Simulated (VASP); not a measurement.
# Si16O (a cell with a defect) in VASP: single point with PBE+D3(BJ)

Aim: the single point of Si16O (a cell with a defect) with PBE+D3(BJ).

Everything below comes from runs of VASP 6.6.1. Logs are shortened: lines on timing, memory, paths and dates and some standing lists are left out, and cuts for length are marked.

## 1. The cell of the first run

The cell holds a defect, 17 atoms: a = 7.679 Å, b = 7.679 Å, c = 7.679 Å, α = 60.00°, β = 60.00°, γ = 60.00°.

## 2. Single point, PBE+D3(BJ), collinear spin, ferromagnetic start

INCAR

```
PREC = Accurate
ENCUT = 520
EDIFF = 1E-7
ISMEAR = -1
SIGMA = 0.05
LREAL = Auto
LASPH = T
NELM = 150
ALGO = Normal
ISIF = 2
LWAVE = F
LCHARG = F
ISPIN = 2
MAGMOM = 0 0 0 0 0 0 0 0 0 0 0 0 0 0 0 0 1
LORBIT = 11
GGA = PE
IVDW = 12
NBANDS = 53
```

KPOINTS

```
regular mesh
0
Gamma
  2 2 2
```

POSCAR

```
Si16O
1.0
    0.0000000000      5.4300000000      5.4300000000
    5.4300000000      0.0000000000      5.4300000000
    5.4300000000      5.4300000000      0.0000000000
Si O
16 1
Direct
   -0.0048272645      0.0063099046     -0.0008443060
    0.1266504255      0.1163620289      0.1306198273
    0.0057063429     -0.0181041099      0.5022415979
    0.0713835794      0.1589658750      0.6301194847
   -0.0113116986      0.4903189509      0.0374130763
    0.1305767264      0.6325207382      0.1271351044
    0.0224143558      0.5293898731      0.4961625282
    0.1188730433      0.6226972397      0.6643258149
    0.5010495506     -0.0003893264     -0.0011809717
    0.6194576438      0.1147620049      0.1399683971
    0.5013719648     -0.0258153789      0.5126711087
    0.6256018030      0.1189991916      0.6249388423
    0.5044674781      0.4900753346      0.0064694337
    0.6145459592      0.6258469316      0.1334373522
    0.4775679362      0.4971624962      0.5045450290
    0.6439752536      0.5754006075      0.6362183935
    0.8087260007      0.3159015384      0.6019678876
```

Potentials or basis: VASP PAW PBE potentials, release 64 (Si, O).

Launch:

```
$ cat potpaw_PBE.64/Si/POTCAR potpaw_PBE.64/O/POTCAR > POTCAR
$ mpirun -np 1 vasp_std > vasp.out
```

OUTCAR:

```text
PREC = Accurate
   ENCUT = 520
   EDIFF = 1E-7
   ISMEAR = -1
   LREAL = Auto
   LASPH = T
   NELM = 150
   ISIF = 2
   ISPIN = 2
   LORBIT = 11
   GGA = PE
   IVDW = 12
 IVDW          = 12

 ion  position               nearest neighbor table
   1  0.995  0.006  0.999-   4 2.34   2 2.34   6 2.35  10 2.36
   2  0.127  0.116  0.131-   3 2.33   1 2.34   9 2.35   5 2.35
   3  0.006  0.982  0.502-   8 2.27   2 2.33   4 2.36  12 2.38  17 2.53
   4  0.071  0.159  0.630-  17 1.82   1 2.34   3 2.36   7 2.38  11 2.71
   5  0.989  0.490  0.037-   8 2.34  14 2.35   2 2.35   6 2.36
   6  0.131  0.633  0.127-   7 2.33   1 2.35  13 2.35   5 2.36
   7  0.022  0.529  0.496-   8 2.27   6 2.33   4 2.38  16 2.44  17 2.46
   8  0.119  0.623  0.664-   7 2.27   3 2.27  15 2.27   5 2.34
   9  0.501  1.000  0.999-  12 2.34  14 2.34   2 2.35  10 2.35
  10  0.619  0.115  0.140-  11 2.34   9 2.35  13 2.35   1 2.36
  11  0.501  0.974  0.513-  10 2.34  12 2.39  16 2.50   4 2.71
  12  0.626  0.119  0.625-   9 2.34  15 2.38   3 2.38  11 2.39  17 2.43
  13  0.504  0.490  0.006-  16 2.34  14 2.34   6 2.35  10 2.35
  14  0.615  0.626  0.133-  15 2.33  13 2.34   9 2.34   5 2.35
  15  0.478  0.497  0.505-   8 2.27  14 2.33  12 2.38  16 2.38  17 2.51
  16  0.644  0.575  0.636-  17 1.82  13 2.34  15 2.38   7 2.44  11 2.50
  17  0.809  0.316  0.602-  16 1.82   4 1.82  12 2.43   7 2.46  15 2.51   3 2.53

  LATTYP: Found a face centered cubic cell.
 ALAT       =    10.8600000000

  Lattice vectors:

 A1 = (   0.0000000000,   5.4300000000,   5.4300000000)
 A2 = (   5.4300000000,   0.0000000000,   5.4300000000)
 A3 = (   5.4300000000,   5.4300000000,   0.0000000000)

Analysis of symmetry for initial positions (statically):
=====================================================================
 Subroutine PRICEL returns:
 Original cell was already a primitive cell.

 Routine SETGRP: Setting up the symmetry group for a
 face centered cubic supercell.

 Subroutine GETGRP returns: Found  1 space group operations
 (whereof  1 operations were pure point group operations)
 out of a pool of 48 trial point group operations.

The static configuration has the point symmetry C_1 .

Analysis of symmetry for dynamics (positions and initial velocities):
=====================================================================
 Subroutine PRICEL returns:
 Original cell was already a primitive cell.

 Routine SETGRP: Setting up the symmetry group for a
 face centered cubic supercell.

 Subroutine GETGRP returns: Found  1 space group operations
 (whereof  1 operations were pure point group operations)
 out of a pool of 48 trial point group operations.

The dynamic configuration has the point symmetry C_1 .

Analysis of structural, dynamic, and magnetic symmetry:
=====================================================================
 Subroutine PRICEL returns:
 Original cell was already a primitive cell.

 Routine SETGRP: Setting up the symmetry group for a
 face centered cubic supercell.

 Subroutine GETGRP returns: Found  1 space group operations
 (whereof  1 operations were pure point group operations)
 out of a pool of 48 trial point group operations.

The overall configuration has the point symmetry C_1 .

 Subroutine INISYM returns: Found  1 space group operations
 (whereof  1 operations are pure point group operations),
 and found     1 'primitive' translations

----------------------------------------------------------------------------------------

                                     Primitive cell

  volume of cell :     320.2060

  direct lattice vectors                    reciprocal lattice vectors
     0.000000000  5.430000000  5.430000000    -0.092081031  0.092081031  0.092081031
     5.430000000  0.000000000  5.430000000     0.092081031 -0.092081031  0.092081031
     5.430000000  5.430000000  0.000000000     0.092081031  0.092081031 -0.092081031

  length of vectors
     7.679179644  7.679179644  7.679179644     0.159489025  0.159489025  0.159489025

  position of ions in fractional coordinates (direct lattice)
     0.995172735  0.006309905  0.999155694
     0.126650426  0.116362029  0.130619827
     0.005706343  0.981895890  0.502241598
     0.071383579  0.158965875  0.630119485
     0.988688301  0.490318951  0.037413076
     0.130576726  0.632520738  0.127135104
[... 9 lines left out ...]
     0.643975254  0.575400608  0.636218394
     0.808726001  0.315901538  0.601967888

[... 64 lines left out ...]
 SYSTEM =  unknown system
   PREC   = accura    normal or accurate (medium, high low for compatibility)
   ISTART =      0    job   : 0-new  1-cont  2-samecut
   ICHARG =      2    charge: 1-file 2-atom 10-const
   ISPIN  =      2    spin polarized calculation?
   LNONCOLLINEAR =      F non collinear calculations
   LSORBIT =      F    spin-orbit coupling
   LASPH  =      T    aspherical Exc in radial PAW
   ENCUT  =  520.0 eV  38.22 Ry    6.18 a.u.  14.28 14.28 14.28*2*pi/ulx,y,z
   NELM   =    150;   NELMIN=  2; NELMDL= -5     # of ELM steps
   EDIFF  = 0.1E-06   stopping-criterion for ELM
   LREAL  =      T    real-space projection
   EDIFFG = 0.1E-05   stopping-criterion for IOM
   NSW    =      0    number of steps for IOM
   IBRION =     -1    ionic relax: 0-MD 1-quasi-New 2-CG
   NFREE  =      0    steps in history (QN), initial steepest desc. (CG)
   ISIF   =      2    stress and relaxation
   ISYM   =      2    0-nonsym 1-usesym 2-fastsym
   POTIM  = 0.5000    time-step for ionic-motion
   TEBEG  =    0.0;   TEEND  =   0.0 temperature during run
   PSTRESS=    0.0 pullay stress
   NELECT =      70.0000    total number of electrons
   NUPDOWN=      -1.0000    fix difference up-down
   EMIN   =  10.00;   EMAX   =-10.00  energy-range for DOS
   EFERMI =   0.00;   METHOD = LEGACY
   ISMEAR =    -1;   SIGMA  =   0.05  broadening in eV -4-tet -1-fermi 0-gaus
   EFERMI_NEDOS =   21; number of points for ismear=-14 and -15
   IALGO  =     38    algorithm
   IMIX   =      4    mixing-type and parameters
     AMIX     =   0.40;   BMIX     =  1.00
     AMIX_MAG =   1.60;   BMIX_MAG =  1.00
  volume/ion in A,a.u.               =      18.84       127.11
  Fermi-wavevector in a.u.,A,eV,Ry     =   0.986199  1.863645 13.232857  0.972588
  Thomas-Fermi vector in A             =   2.117562
   LORBIT       =     11    0 simple, 1 ext, 2 COOP (PROOUT), +10 PAW based schemes
   GGA     = PE    functional components
   LHFCALC =     F    Hartree Fock is set to
   AEXX    =    0.0000 exact exchange contribution
   IVDW    =    12    specifies the selected vdW correction
   LEPSILON=     F    determine dielectric tensor
   LRPA    =     F    only Hartree local field effects (RPA)
 spin polarized calculation
  energy-cutoff  :      520.00
  volume of cell :      320.21
 maximum number of plane-waves:      8646
 NGX is ok and might be reduce to    60
   NGX = 29   NGY = 29   NGZ = 29

 number of electron      69.9999998 magnetization      -0.0000109

 number of electron      69.9999998 magnetization       0.0000286

 Free energy of the ion-electron system (eV)
  ---------------------------------------------------
  ext. energy  EPLUGINS =         0.00000000
  ---------------------------------------------------
  free energy    TOTEN  =       -90.50540628 eV

  energy without entropy =      -90.49742641  energy(sigma->0) =      -90.50141635

 E-fermi :   6.2167     XC(G=0):  -9.5524

 val. band max:        6.0810438914   @ k =   0.0000   0.0000   0.0000
 cond. band min:       6.3505468408   @ k =   0.0000   0.0000   0.5000
 fundamental gap:      0.2695029494
 Fermi energy:         6.2166601424

 spin component 1

 k-point     1 :       0.0000    0.0000    0.0000
  band No.  band energies     occupation
      1     -13.9752      1.00000
      2      -5.7540      1.00000
      3      -4.3081      1.00000
      4      -3.9470      1.00000
      5      -3.7710      1.00000
      6      -3.2461      1.00000
[... 389 lines left out ...]
     46      10.2847      0.00000
     47      10.3645      0.00000
 Fermi energy:         6.2166601424

 spin component 2

 k-point     1 :       0.0000    0.0000    0.0000
  band No.  band energies     occupation
      1     -13.9752      1.00000
      2      -5.7540      1.00000
      3      -4.3081      1.00000
      4      -3.9470      1.00000
      5      -3.7710      1.00000
      6      -3.2461      1.00000
[... 389 lines left out ...]
     46      10.2847      0.00000
     47      10.3645      0.00000
 [bands above 47 left out]

------------------------ aborting loop because EDIFF is reached ----------------------------------------

 Edisp (eV)   -5.25330

 E8    (eV) :    -2.1593

  FORCE on cell =-STRESS in cart. coord.  units (eV):
  Direction    XX          YY          ZZ          XY          YZ          ZX
  --------------------------------------------------------------------------------------
  -------------------------------------------------------------------------------------
  Total       1.78492     1.73280     4.53646     1.96041     0.76446     0.94795
  in kB       8.93101     8.67022    22.69855     9.80907     3.82503     4.74313
  external pressure =       13.43 kB  Pullay stress =        0.00 kB

 VOLUME and BASIS-vectors are now :
 -----------------------------------------------------------------------------
  energy-cutoff  :      520.00
  volume of cell :      320.21
      direct lattice vectors                 reciprocal lattice vectors
     0.000000000  5.430000000  5.430000000    -0.092081031  0.092081031  0.092081031
     5.430000000  0.000000000  5.430000000     0.092081031 -0.092081031  0.092081031
     5.430000000  5.430000000  0.000000000     0.092081031  0.092081031 -0.092081031

 POSITION                                       TOTAL-FORCE (eV/Angst)
 -----------------------------------------------------------------------------------
      5.45968     10.82920      5.43805        -0.003557      0.006945     -0.009397
      1.34111      1.39698      1.31956        -0.003003     -0.001474      0.000715
      8.05887      2.75816      5.36268         0.012975     -0.009576     -0.003548
      4.28473      3.80916      1.25080         0.003006      0.017437     -0.000119
      2.86558      5.57173      8.03101         0.002642      0.003472      0.000961
      4.12493      1.39938      4.14362         0.002474      0.005038      0.004541
[... 9 lines left out ...]
      6.57909      6.95145      6.62121         0.016566     -0.004586      0.006530
      4.98403      7.66007      6.10673        -0.006385     -0.008465     -0.005883
 -----------------------------------------------------------------------------------
    total drift:                                0.004136      0.002255      0.003338

  FREE ENERGIE OF THE ION-ELECTRON SYSTEM (eV)
  ---------------------------------------------------
  free  energy   TOTEN  =       -95.7587033035 eV

  energy  without entropy=      -95.7507234346  energy(sigma->0) =      -95.75471337

 total charge

# of ion       s       p       d       tot
------------------------------------------
    1        0.745   0.959   0.000   1.704
    2        0.740   0.960   0.000   1.700
    3        0.764   0.934   0.000   1.698
    4        0.736   0.891   0.000   1.627
    5        0.742   0.951   0.000   1.693
    6        0.741   0.957   0.000   1.698
[... 9 lines left out ...]
   16        0.729   0.896   0.000   1.625
   17        1.601   3.431   0.000   5.032
--------------------------------------------------
tot         13.611  18.390   0.000  32.001

 magnetization (x)

# of ion       s       p       d       tot
------------------------------------------
    1       -0.000  -0.000   0.000  -0.000
    2        0.000  -0.000   0.000   0.000
    3       -0.000   0.000   0.000  -0.000
    4       -0.000  -0.000   0.000  -0.000
    5       -0.000  -0.000   0.000  -0.000
    6        0.000  -0.000   0.000  -0.000
[... 9 lines left out ...]
   16       -0.000  -0.000   0.000  -0.000
   17        0.000   0.000   0.000   0.000
--------------------------------------------------
tot         -0.000   0.000   0.000  -0.000
```

Wall time 14 min (1 thread of Oxide Virtual Turin-like, shared host); peak memory 0.68 GiB.

Results:

```yaml
Free_energy: -95.7587 eV
Pressure: 1.3 GPa
Largest_force: 0.024 eV/Å
Band_gap_on_the_k_mesh: 0.27 eV
Net_moment: 0.00 μB per cell
Valence_electrons_inside_the_program's_atomic_spheres: Si 1.70, 1.63, 1.69, 1.75, 1.66, 1.62 (each value once); O 5.03
Dispersion_energy_per_atom: -0.309 eV
```

Forces in eV/Å, atoms in the order of the input:
```
Si  -0.004  0.007 -0.009
Si  -0.003 -0.001  0.001
Si   0.013 -0.010 -0.004
Si   0.003  0.017  0.000
Si   0.003  0.003  0.001
Si   0.002  0.005  0.005
Si  -0.008 -0.010 -0.009
Si  -0.002 -0.004 -0.001
Si   0.007 -0.001 -0.005
Si  -0.009 -0.005  0.013
Si  -0.005  0.001  0.015
Si   0.002 -0.003  0.009
Si   0.009 -0.007 -0.013
Si  -0.006  0.000  0.004
Si  -0.014  0.019 -0.006
Si   0.017 -0.005  0.007
O   -0.006 -0.008 -0.006
```

Levels at points of the mesh, in eV from the valence-band top:
Spin up:
| k point | band 32 | band 33 | band 34 | band 35 | band 36 | band 37 | band 38 | band 39 |
| --- | --- | --- | --- | --- | --- | --- | --- | --- |
| (0.00, 0.00, 0.00) | -0.50 | -0.13 | -0.10 | 0.00 | 0.36 | 0.55 | 0.74 | 0.79 |
| (0.50, 0.00, 0.00) | -1.48 | -0.87 | -0.69 | -0.59 | 0.61 | 1.32 | 1.39 | 1.51 |
| (0.00, 0.50, 0.00) | -1.48 | -0.84 | -0.72 | -0.52 | 0.76 | 1.32 | 1.40 | 1.55 |
| (0.00, 0.00, 0.50) | -0.96 | -0.84 | -0.69 | -0.26 | 0.27 | 1.34 | 1.39 | 1.42 |
| (0.50, 0.50, 0.50) | -1.18 | -0.88 | -0.86 | -0.51 | 0.97 | 1.30 | 1.35 | 1.59 |
| (0.50, 0.50, 0.00) | -1.45 | -1.34 | -1.25 | -1.19 | 0.72 | 1.16 | 1.33 | 2.26 |
| (0.00, 0.50, 0.50) | -1.63 | -1.31 | -1.18 | -0.92 | 0.52 | 1.22 | 1.36 | 2.34 |
| (0.50, 0.00, 0.50) | -1.64 | -1.34 | -1.22 | -0.74 | 0.46 | 1.25 | 1.37 | 2.36 |
Spin down:
```tsv
k point	band 32	band 33	band 34	band 35	band 36	band 37	band 38	band 39
(0.00, 0.00, 0.00)	-0.50	-0.13	-0.10	0.00	0.36	0.55	0.74	0.79
(0.50, 0.00, 0.00)	-1.48	-0.87	-0.69	-0.59	0.61	1.32	1.39	1.51
(0.00, 0.50, 0.00)	-1.48	-0.84	-0.72	-0.52	0.76	1.32	1.40	1.55
(0.00, 0.00, 0.50)	-0.96	-0.84	-0.69	-0.26	0.27	1.34	1.39	1.42
(0.50, 0.50, 0.50)	-1.18	-0.88	-0.86	-0.51	0.97	1.30	1.35	1.59
(0.50, 0.50, 0.00)	-1.45	-1.34	-1.25	-1.19	0.72	1.16	1.33	2.26
(0.00, 0.50, 0.50)	-1.63	-1.31	-1.18	-0.92	0.52	1.22	1.36	2.34
(0.50, 0.00, 0.50)	-1.64	-1.34	-1.22	-0.74	0.46	1.25	1.37	2.36
```

Caveat: the k points lie up to 0.50 Å⁻¹ apart; semilocal functionals underestimate gaps, and a narrow one can read as zero.
